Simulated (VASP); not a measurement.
# C: single point with LDA

The system is C.

```
C
1.0
     1.19733    0.69128    3.26334
    -1.19733    0.69128    3.26334
     0.00000   -1.38255    3.26334
C
2
Direct
  0.16400 0.16400 0.16400
  0.83600 0.83600 0.83600
```

This cell differs from its parent crystal: strain -0.025 along x and y, -0.025 along z.

```yaml
Program: VASP 6.6.1
Task: single point
Functional: LDA
Potentials_or_basis: VASP PAW LDA potentials, release 64 (C)
Cutoff: 520 eV
k_mesh: 12 × 12 × 12
Occupations: gaussian, width 0.05 eV
Spin: no spin polarisation
Dipole_correction: no
Further_INCAR_settings: ALGO = Normal; EDIFF = 1e-06; NBANDS = 11
```

| Quantity | Value |
| --- | --- |
| Pressure | 20.8 GPa |
| Largest force | 0.842 eV/Å |
| Band gap on the k mesh | 0.86 eV, direct |

Forces on the atoms (eV/Å):
```
C    0.000  0.000  0.842
C    0.000  0.000 -0.842
```

Stress tensor (GPa, compression positive):
```
31.49  0.00  0.00
 0.00 31.49  0.00
 0.00  0.00 -0.43
```

Levels at points of the mesh, in eV from the valence-band top:
```csv
k point,band 1,band 2,band 3,band 4,band 5,band 6,band 7,band 8
"(0.00, 0.00, 0.00)",-19.72,-6.55,-2.47,-2.47,4.16,9.36,9.36,12.80
"(0.50, 0.00, 0.00)",-13.91,-13.29,-6.11,-1.60,2.33,9.07,12.74,12.80
"(0.50, 0.50, 0.00)",-13.77,-13.18,-6.17,-2.55,1.73,8.56,13.57,16.03
"(0.50, 0.50, 0.50)",-19.34,-8.85,-2.50,-2.50,9.31,9.31,10.99,12.87
```

It took 27 s on 1 thread of Intel Xeon 6975P-C (shared host), peak memory 0.15 GiB.

Caveat: the cell differs from its parent crystal (strain -0.025 along x and y, -0.025 along z). A k mesh can miss the band edges.
